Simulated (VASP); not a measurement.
Write the native input for VASP 6.6.1 that does the following.

| Item | Value |
| --- | --- |
| Task | single point |
| Functional | PBE |
| Dispersion | D3(BJ) |
| Potentials or basis | VASP PAW PBE potentials, release 64 (Si, N_h) |
| Cutoff | 1000 eV |
| k mesh | 9 × 9 × 1 |
| Occupations | gaussian, width 0.05 eV |
| Spin | no spin polarisation |
| Dipole correction | yes |
| Further INCAR settings | ALGO = Normal; EDIFF = 1e-06; NBANDS = 32; NELMDL = -8 |

The structure of Si4N lies in POSCAR:

```
Si4N
1.0
    3.8155170209      0.0000000000      0.0000000000
   -1.9077585104      3.3043346686      0.0000000000
    0.0000000000      0.0000000000     28.9874813843
Si N
8 2
Direct
    0.6666666667      0.3333333333      0.1379906018
    0.3333333333      0.6666666667      0.1654736894
    0.3333333333      0.6666666667      0.2468813277
    0.6666666667      0.3333333333      0.2743644153
    0.6666666667      0.3333333333      0.3556303104
    0.3333333333      0.6666666667      0.3827070033
    0.3333333333      0.6666666667      0.4657581680
    0.6666666667      0.3333333333      0.4894347735
    0.8333333333      0.6666666667      0.6170760801
    0.8333333333      0.6666666667      0.6550234956
```

The input as run:

INCAR

```
SYSTEM = Si4N
  ALGO = Normal
  DIPOL = 0.5 0.5 0.379
  EDIFF = 1E-6
  ENCUT = 1000
  GGA = PE
  GGA_COMPAT = .FALSE.
  IDIPOL = 3
  ISIF = 2
  ISMEAR = 0
  IVDW = 12
  LASPH = .TRUE.
  LCHARG = .TRUE.
  LDIPOL = .TRUE.
  LELF = .TRUE.
  LREAL = .FALSE.
  LVACPOTAV = .TRUE.
  LVHAR = .TRUE.
  LWAVE = .FALSE.
  NBANDS = 32
  NELM = 120
  NELMDL = -8
  PREC = Accurate
  SIGMA = 0.05
```

KPOINTS

```
k-points
0
G
  9 9 1
  0 0 0
```

Potentials or basis: VASP PAW PBE potentials, release 64 (Si, N_h).

Command:

```console
$ cat potpaw_PBE.64/Si/POTCAR potpaw_PBE.64/N_h/POTCAR > POTCAR
$ mpirun -np 1 vasp_std > vasp.out
```

Results of the run:

| Quantity | Value |
| --- | --- |
| Largest force | 0.648 eV/Å |
| Band gap on the k mesh | zero (bands 21 and 22 overlap by 0.32 eV) |
| Dispersion energy per atom | -0.240 eV |

It took 25 min on 1 thread of Intel(R) Xeon(R) Platinum 8488C (Sapphire Rapids), on a shared host, peak memory 1.2 GiB.
